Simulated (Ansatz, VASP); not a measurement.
NaH in VASP and in Ansatz

```
Na H
1.0
    -0.08989    2.39703    2.39703
     2.39703   -0.08989    2.39703
     2.30714    2.30714    0.00000
Na H
1 1
Direct
  0.00000 0.00000 0.00000
  0.50000 0.50000 0.50000
```

Change from the starting cell: engineering shear strain xy -0.0750, normal strain along z +0.0000.

Alike in both runs: task single point; functional r2SCAN; k mesh 8 × 8 × 8; occupations fermi-dirac, width 0.2 eV; no spin polarisation.

```csv
,VASP,Ansatz
version,VASP 6.6.1,Ansatz 0.2.0
potentials or method,"VASP PAW PBE potentials, release 64 (Na_pv, H), cutoff 520 eV","scalar-relativistic, plane waves, PAW"
valence electrons in the cell,8,10
```

|  | VASP | Ansatz | Ansatz less VASP |
| --- | --- | --- | --- |
| gap on the k mesh at the Fermi level (eV) | 4.17 | 4.16 | -0.012 |
| least direct gap on the mesh (eV) | 5.20 | 5.20 | +0.008 |
| pressure (GPa) | -0.2 | 0.0 | +0.25 |
| traceless stress, the component that is largest in VASP (GPa) | 1.89 | 1.81 | -0.076 |

VASP's potentials were made for PBE, not for r2SCAN. The functional is the same, so the differences come from potentials, cutoffs and numerics. VASP's potentials hold 8 valence electrons a cell and Ansatz's 10, so a difference there can come from the potentials and not from the codes.
